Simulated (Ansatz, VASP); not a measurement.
**One calculation of Hf, two programs**

```
CELL_PARAMETERS angstrom
0.00000 2.17468 2.17468
2.17468 0.00000 2.17468
2.17468 2.17468 0.00000
ATOMIC_POSITIONS crystal
Hf 0.00000 0.00000 0.00000
```

Change from the starting cell: volume scaled by 0.94.

Alike in both runs: task single point; functional PBE; k mesh 13 × 13 × 13; occupations fermi-dirac, width 0.03 eV; no spin polarisation.

|  | VASP | Ansatz |
| --- | --- | --- |
| version | VASP 6.6.1 | Ansatz 0.2.0 |
| potentials or method | VASP PAW PBE potentials, release 64 (Hf_pv), cutoff 520 eV | all-electron LAPW, scalar-relativistic |

Ansatz gave:

```
pressure (GPa) : 11.2
```

Problem. What did VASP give for the same quantities?

Solution. Pressure (GPa): 10.7.

Ansatz ran all-electron here, and VASP with PAW potentials.

Neither program's run includes spin-orbit coupling.
